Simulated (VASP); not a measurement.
# BN (F-43m) in VASP: a series of runs

BN is run at these levels: LDA; tasks: single point.

Program: VASP 6.6.1. These are calculated values, not measurements. Logs are shortened: lines on timing, memory, paths and dates and some standing lists are left out, and cuts for length are marked.

### 1 The cell of the first run

Symmetry: F-43m, No. 216, cubic system. The conventional cell has a = 3.580 Å, b = 3.580 Å, c = 3.580 Å, α = 90.00°, β = 90.00°, γ = 90.00°. Within 2.1 Å of B (site symmetry -43m) lie 4 N at 1.55 Å. Within 2.1 Å of N (site symmetry -43m) lie 4 B at 1.55 Å.

### 2 Single point, LDA

INCAR

```
SYSTEM = BN
PREC = Accurate
ENCUT = 1330
EDIFF = 1E-6
ISMEAR = 0
SIGMA = 0.02
LREAL = .False.
LASPH = .True.
NELM = 120
ALGO = Normal
ISIF = 2
LWAVE = .False.
LCHARG = .False.
GGA = CA
NBANDS = 11
GGA_COMPAT = .False.
```

KPOINTS

```
Automatic mesh
0
Gamma
  12 12 12
  0 0 0
```

POSCAR

```
BN
1.0
    0.0000000000      1.7899407110      1.7899407110
    1.7899407110      0.0000000000      1.7899407110
    1.7899407110      1.7899407110      0.0000000000
B N
1 1
Direct
    0.0000000000      0.0000000000      0.0000000000
    0.2500000000      0.2500000000      0.2500000000
```

Potentials or basis: VASP PAW LDA potentials, release 64 (B_h, N_h).

The run is started by

```bash
$ cat potpaw_LDA.64/B_h/POTCAR potpaw_LDA.64/N_h/POTCAR > POTCAR
$ mpirun -np 1 vasp_std > vasp.out
```

OUTCAR:

```text
SYSTEM = BN
   PREC = Accurate
   ENCUT = 1330
   EDIFF = 1E-6
   ISMEAR = 0
   LREAL = .False.
   LASPH = .True.
   NELM = 120
   ISIF = 2
   GGA = CA

 ion  position               nearest neighbor table
   1  0.000  0.000  0.000-
   2  0.250  0.250  0.250-

  LATTYP: Found a face centered cubic cell.
 ALAT       =     3.5798814220

  Lattice vectors:

 A1 = (   0.0000000000,   1.7899407110,   1.7899407110)
 A2 = (   1.7899407110,   0.0000000000,   1.7899407110)
 A3 = (   1.7899407110,   1.7899407110,   0.0000000000)

Analysis of symmetry for initial positions (statically):
=====================================================================
 Subroutine PRICEL returns:
 Original cell was already a primitive cell.

 Routine SETGRP: Setting up the symmetry group for a
 face centered cubic supercell.

 Subroutine GETGRP returns: Found 24 space group operations
 (whereof 24 operations were pure point group operations)
 out of a pool of 48 trial point group operations.

The static configuration has the point symmetry T_d .

Analysis of symmetry for dynamics (positions and initial velocities):
=====================================================================
 Subroutine PRICEL returns:
 Original cell was already a primitive cell.

 Routine SETGRP: Setting up the symmetry group for a
 face centered cubic supercell.

 Subroutine GETGRP returns: Found 24 space group operations
 (whereof 24 operations were pure point group operations)
 out of a pool of 48 trial point group operations.

The dynamic configuration has the point symmetry T_d .

 Subroutine INISYM returns: Found 24 space group operations
 (whereof 24 operations are pure point group operations),
 and found     1 'primitive' translations

----------------------------------------------------------------------------------------

                                     Primitive cell

  volume of cell :      11.4695

  direct lattice vectors                    reciprocal lattice vectors
     0.000000000  1.789940711  1.789940711    -0.279338861  0.279338861  0.279338861
     1.789940711  0.000000000  1.789940711     0.279338861 -0.279338861  0.279338861
     1.789940711  1.789940711  0.000000000     0.279338861  0.279338861 -0.279338861

  length of vectors
     2.531358429  2.531358429  2.531358429     0.483829100  0.483829100  0.483829100

  position of ions in fractional coordinates (direct lattice)
     0.000000000  0.000000000  0.000000000
     0.250000000  0.250000000  0.250000000

  ion indices of the primitive-cell ions
   primitive index   ion index
                 1           1
                 2           2

----------------------------------------------------------------------------------------

 KPOINTS: Automatic mesh

Automatic generation of k-mesh.
 Grid dimensions read from file:
 generate k-points for:   12   12   12

 Generating k-lattice:

  Cartesian coordinates                     Fractional coordinates (reciprocal lattice)
    -0.023278238  0.023278238  0.023278238     0.083333333  0.000000000  0.000000000
     0.023278238 -0.023278238  0.023278238     0.000000000  0.083333333  0.000000000
     0.023278238  0.023278238 -0.023278238     0.000000000  0.000000000  0.083333333

  Length of vectors
     0.040319092  0.040319092  0.040319092

  Shift w.r.t. Gamma in fractional coordinates (k-lattice)
     0.000000000  0.000000000  0.000000000

 Subroutine IBZKPT returns following result:
 ===========================================

 Found     72 irreducible k-points:

 Following reciprocal coordinates:
            Coordinates               Weight
  0.000000  0.000000  0.000000      1.000000
  0.083333  0.000000  0.000000      8.000000
  0.166667  0.000000  0.000000      8.000000
  0.250000  0.000000  0.000000      8.000000
  0.333333  0.000000  0.000000      8.000000
  0.416667  0.000000  0.000000      8.000000
[... 16 lines left out ...]
  0.500000  0.166667  0.000000     24.000000
 -0.416667  0.166667  0.000000     24.000000
 [... further k-points ...]
   k-points           NKPTS =     72   k-points in BZ     NKDIM =     72   number of bands    NBANDS=     11
   number of dos      NEDOS =    301   number of ions     NIONS =      2
   total plane-waves  NPLWV =  27000
   dimension x,y,z NGX =    30 NGY =   30 NGZ =   30
   dimension x,y,z NGXF=    60 NGYF=   60 NGZF=   60
   ions per type =               1   1
   NGX,Y,Z   is equivalent  to a cutoff of  19.70, 19.70, 19.70 a.u.
   NGXF,Y,Z  is equivalent  to a cutoff of  39.40, 39.40, 39.40 a.u.
 SYSTEM =  BN
   PREC   = accura    normal or accurate (medium, high low for compatibility)
   ISTART =      0    job   : 0-new  1-cont  2-samecut
   ICHARG =      2    charge: 1-file 2-atom 10-const
   ISPIN  =      1    spin polarized calculation?
   LNONCOLLINEAR =      F non collinear calculations
   LSORBIT =      F    spin-orbit coupling
   LASPH  =      T    aspherical Exc in radial PAW
   ENCUT  = 1330.0 eV  97.75 Ry    9.89 a.u.   7.53  7.53  7.53*2*pi/ulx,y,z
   NELM   =    120;   NELMIN=  2; NELMDL= -5     # of ELM steps
   EDIFF  = 0.1E-05   stopping-criterion for ELM
   LREAL  =      F    real-space projection
   EDIFFG = 0.1E-04   stopping-criterion for IOM
   NSW    =      0    number of steps for IOM
   IBRION =     -1    ionic relax: 0-MD 1-quasi-New 2-CG
   NFREE  =      0    steps in history (QN), initial steepest desc. (CG)
   ISIF   =      2    stress and relaxation
   ISYM   =      2    0-nonsym 1-usesym 2-fastsym
   POTIM  = 0.5000    time-step for ionic-motion
   TEBEG  =    0.0;   TEEND  =   0.0 temperature during run
   PSTRESS=    0.0 pullay stress
   NELECT =       8.0000    total number of electrons
   NUPDOWN=      -1.0000    fix difference up-down
   EMIN   =  10.00;   EMAX   =-10.00  energy-range for DOS
   EFERMI =   0.00;   METHOD = LEGACY
   ISMEAR =     0;   SIGMA  =   0.02  broadening in eV -4-tet -1-fermi 0-gaus
   EFERMI_NEDOS =   21; number of points for ismear=-14 and -15
   IALGO  =     38    algorithm
   IMIX   =      4    mixing-type and parameters
     AMIX     =   0.40;   BMIX     =  1.00
     AMIX_MAG =   1.60;   BMIX_MAG =  1.00
  volume/ion in A,a.u.               =       5.73        38.70
  Fermi-wavevector in a.u.,A,eV,Ry     =   1.451854  2.743606 28.679436  2.107879
  Thomas-Fermi vector in A             =   2.569303
   LORBIT       =      0    0 simple, 1 ext, 2 COOP (PROOUT), +10 PAW based schemes
   GGA     = CA    functional components
   LHFCALC =     F    Hartree Fock is set to
   AEXX    =    0.0000 exact exchange contribution
   IVDW    =     0    specifies the selected vdW correction
   LEPSILON=     F    determine dielectric tensor
   LRPA    =     F    only Hartree local field effects (RPA)
 non-spin polarized calculation
 Gauss-broadening in eV      SIGMA  =   0.02
  energy-cutoff  :     1330.00
  volume of cell :       11.47
 maximum number of plane-waves:      1283
   NGX = 15   NGY = 15   NGZ = 15

 number of electron       8.0000000 magnetization

 Free energy of the ion-electron system (eV)
  ---------------------------------------------------
  ext. energy  EPLUGINS =         0.00000000
  ---------------------------------------------------
  free energy    TOTEN  =       -19.42114177 eV

  energy without entropy =      -19.42114177  energy(sigma->0) =      -19.42114177

 E-fermi :   9.3644     XC(G=0): -13.4110

 val. band max:        9.2633421344   @ k =   0.0000   0.0000   0.0000
 cond. band min:      13.6456775382   @ k =   0.5000   0.5000   0.0000
 fundamental gap:      4.3823354038
 Fermi energy:         9.3643600858

 k-point     1 :       0.0000    0.0000    0.0000
  band No.  band energies     occupation
      1     -11.1422      2.00000
      2       9.2633      2.00000
      3       9.2633      2.00000
      4       9.2633      2.00000
      5      18.0888      0.00000
      6      18.0888      0.00000
      7      18.0888      0.00000
      8      20.1814      0.00000
      9      34.3143      0.00000
     10      37.3996      0.00000
     11      37.3996      0.00000

 k-point     2 :       0.0833    0.0000    0.0000
  band No.  band energies     occupation
      1     -10.9687      2.00000
      2       8.3399      2.00000
      3       9.0751      2.00000
      4       9.0751      2.00000
      5      18.3585      0.00000
      6      18.3723      0.00000
      7      18.3723      0.00000
      8      20.6933      0.00000
      9      33.9879      0.00000
     10      35.0203      0.00000
     11      35.0203      0.00000

 k-point     3 :       0.1667    0.0000    0.0000
  band No.  band energies     occupation
      1     -10.4539      2.00000
      2       6.2078      2.00000
      3       8.6187      2.00000
      4       8.6187      2.00000
      5      18.7943      0.00000
      6      19.0274      0.00000
      7      19.0274      0.00000
      8      21.9143      0.00000
      9      33.2863      0.00000
     10      33.4253      0.00000
     11      33.4253      0.00000

 k-point     4 :       0.2500    0.0000    0.0000
  band No.  band energies     occupation
      1      -9.6191      2.00000
      2       3.6928      2.00000
      3       8.0942      2.00000
      4       8.0942      2.00000
      5      19.2021      0.00000
      6      19.6458      0.00000
      7      19.6458      0.00000
      8      23.1308      0.00000
      9      32.7287      0.00000
     10      33.0150      0.00000
     11      33.0150      0.00000
[... 239 lines left out ...]
 k-point    22 :       0.4167    0.1667    0.0000
  band No.  band energies     occupation
      1      -7.5868      2.00000
      2       0.9242      2.00000
      3       6.0697      2.00000
      4       6.2020      2.00000
      5      17.8043      0.00000
      6      21.9558      0.00000
      7      22.2458      0.00000
      8      23.2228      0.00000
      9      29.7320      0.00000
     10      35.8088      0.00000
     11      37.9359      0.00000

 k-point    23 :       0.5000    0.1667    0.0000
  band No.  band energies     occupation
      1      -6.5482      2.00000
      2      -0.7159      2.00000
      3       5.4661      2.00000
      4       6.2794      2.00000
      5      18.1474      0.00000
      6      21.9441      0.00000
      7      21.9888      0.00000
      8      24.5298      0.00000
      9      30.0855      0.00000
     10      35.9851      0.00000
     11      37.1148      0.00000

 k-point    24 :      -0.4167    0.1667    0.0000
  band No.  band energies     occupation
      1      -6.3432      2.00000
      2      -1.0072      2.00000
      3       5.0492      2.00000
      4       6.6066      2.00000
      5      18.5991      0.00000
      6      21.5836      0.00000
      7      21.8150      0.00000
      8      25.1646      0.00000
      9      30.3684      0.00000
     10      34.8056      0.00000
     11      36.2479      0.00000

 [... further k-points ...]
[... 5 lines left out ...]
  --------------------------------------------------------------------------------------
  -------------------------------------------------------------------------------------
  Total        0.0663850      0.0663850      0.0663850     -0.0000000      0.0000000     -0.0000000
  in kB        9.2733108      9.2733108      9.2733108     -0.0000000      0.0000000     -0.0000000
  external PRESSURE =       9.2733108 kB  Pullay stress =       0.0000000 kB

 VOLUME and BASIS-vectors are now :
 -----------------------------------------------------------------------------
  energy-cutoff  :     1330.00
  volume of cell :       11.47
      direct lattice vectors                 reciprocal lattice vectors
     0.000000000  1.789940711  1.789940711    -0.279338861  0.279338861  0.279338861
     1.789940711  0.000000000  1.789940711     0.279338861 -0.279338861  0.279338861
     1.789940711  1.789940711  0.000000000     0.279338861  0.279338861 -0.279338861

 POSITION                                       TOTAL-FORCE (eV/Angst)
 -----------------------------------------------------------------------------------
      0.00000      0.00000      0.00000        -0.000000     -0.000000     -0.000000
      0.89497      0.89497      0.89497         0.000000      0.000000      0.000000
 -----------------------------------------------------------------------------------
    total drift:                                0.000000      0.000000     -0.000000

  FREE ENERGIE OF THE ION-ELECTRON SYSTEM (eV)
  ---------------------------------------------------
  free  energy   TOTEN  =       -19.4211417670 eV

  energy  without entropy=      -19.4211417670  energy(sigma->0) =      -19.42114177
```

Wall time 18 s (1 thread of AMD EPYC 7R13 (Zen 3), shared host); peak memory 0.13 GiB.

What came out:

| Item | Value |
| --- | --- |
| Free energy | -19.4211 eV |
| Pressure | 0.9 GPa |
| Band gap on the k mesh | 4.38 eV (least direct gap 8.83 eV) |

Levels at points of the mesh, in eV from the valence-band top:
```csv
k point,band 1,band 2,band 3,band 4,band 5,band 6,band 7,band 8,band 9
"(0.00, 0.00, 0.00)",-20.41,0.00,0.00,0.00,8.83,8.83,8.83,10.92,25.05
"(0.50, 0.00, 0.00)",-15.98,-10.98,-2.00,-2.00,10.60,10.73,10.73,15.31,23.51
"(0.50, 0.50, 0.00)",-14.56,-9.08,-5.07,-5.07,4.38,9.32,18.15,18.15,21.01
```

### 3 Single point, LDA

INCAR, as its differences from that of step 2:

```diff
@@ -5,3 +5,3 @@
 ISMEAR = 0
-SIGMA = 0.02
+SIGMA = 0.1
 LREAL = .False.
```

KPOINTS

```
Automatic mesh
0
Gamma
  10 10 10
  0 0 0
```

POSCAR is that of step 2.

Potentials or basis: VASP PAW LDA potentials, release 64 (B_h, N_h).

The run is started by

```bash
$ cat potpaw_LDA.64/B_h/POTCAR potpaw_LDA.64/N_h/POTCAR > POTCAR
$ mpirun -np 1 vasp_std > vasp.out
```

Run time: 16 s. Hardware: 1 thread of Intel Xeon Platinum 8259CL at 2.50GHz (Skylake/Cascade Lake), shared host; peak memory 0.15 GiB.

It converged, with:

```
Free energy            : -19.4211 eV
Pressure               : 0.9 GPa
Band gap on the k mesh : 4.38 eV (least direct gap 8.83 eV)
```

Levels at points of the mesh, in eV from the valence-band top:
| k point | band 1 | band 2 | band 3 | band 4 | band 5 | band 6 | band 7 | band 8 |
| --- | --- | --- | --- | --- | --- | --- | --- | --- |
| (0.00, 0.00, 0.00) | -20.41 | 0.00 | 0.00 | 0.00 | 8.83 | 8.83 | 8.83 | 10.92 |
| (0.50, 0.00, 0.00) | -15.98 | -10.98 | -2.00 | -2.00 | 10.60 | 10.73 | 10.73 | 15.31 |
| (0.50, 0.50, 0.00) | -14.56 | -9.08 | -5.07 | -5.07 | 4.38 | 9.32 | 18.15 | 18.15 |

A k mesh can miss the band edges.
